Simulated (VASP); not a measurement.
Write the native input for VASP 6.6.1 that does the following.

```yaml
Task: single point
Functional: r2SCAN
Potentials_or_basis: VASP PAW PBE potentials, release 64 (Ti_sv, Co)
Cutoff: 520 eV
k_mesh: 8 × 8 × 8
Occupations: gaussian, width 0.1 eV
Spin: collinear spin, ferrimagnetic start
Starting_moments: "[-0.74, 1.48, 1.48, 1.48] μB"
Dipole_correction: no
Further_INCAR_settings: ALGO = Normal; EDIFF = 1e-06; NBANDS = 32
```

TiCo3:

```
CELL_PARAMETERS angstrom
3.61400 0.00000 0.00000
0.00000 3.61400 0.00000
0.00000 0.00000 3.61400
ATOMIC_POSITIONS crystal
Ti 0.00000 0.00000 0.00000
Co 0.00000 0.50000 0.50000
Co 0.50000 0.00000 0.50000
Co 0.50000 0.50000 0.00000
```

These files were run (other wordings do the same):

POSCAR

```
TiCo3
1.0
    3.6140000000      0.0000000000      0.0000000000
    0.0000000000      3.6140000000      0.0000000000
    0.0000000000      0.0000000000      3.6140000000
Ti Co
1 3
Direct
    0.0000000000      0.0000000000      0.0000000000
    0.0000000000      0.5000000000      0.5000000000
    0.5000000000      0.0000000000      0.5000000000
    0.5000000000      0.5000000000      0.0000000000
```

INCAR.step1

```
PREC = Accurate
ENCUT = 520
ISMEAR = 0
SIGMA = 0.1
LREAL = False
LASPH = True
NELM = 150
ISPIN = 2
MAGMOM = -0.74 1.48 1.48 1.48
LMAXMIX = 4
NBANDS = 32
GGA = PE
ALGO = Normal
EDIFF = 1E-4
LWAVE = True
LCHARG = False
```

INCAR.step2

```
PREC = Accurate
ENCUT = 520
EDIFF = 1E-6
ISMEAR = 0
SIGMA = 0.1
LREAL = False
LASPH = True
NELM = 150
ALGO = Normal
ISIF = 2
LWAVE = False
LCHARG = False
ISPIN = 2
MAGMOM = -0.74 1.48 1.48 1.48
LORBIT = 11
LMAXMIX = 4
METAGGA = R2SCAN
LMIXTAU = True
NBANDS = 32
ISTART = 1
```

KPOINTS

```
regular mesh
0
Gamma
  8 8 8
```

Potentials or basis: VASP PAW PBE potentials, release 64 (Ti_sv, Co).

The run is started by

```sh
$ cat potpaw_PBE.64/Ti_sv/POTCAR potpaw_PBE.64/Co/POTCAR > POTCAR
$ cp INCAR.step1 INCAR
$ mpirun -np 1 vasp_std > vasp.out
$ cp INCAR.step2 INCAR
$ mpirun -np 1 vasp_std > vasp.out
```

It gave:

The pressure is -3.7 GPa, the net moment is 2.89 μB per cell and the site moments are Ti -0.73; Co +1.32 μB. The valence electrons inside the program's atomic spheres are Ti 10.34; Co 8.33.

Caveat: the cell stands under tension; the PAW data sets were made with another functional, which shifts forces and pressure a little.

Wall time 6.4 min on 1 thread of AMD EPYC 7R13 Processor (Zen 3), on a shared host, peak memory 0.21 GiB.
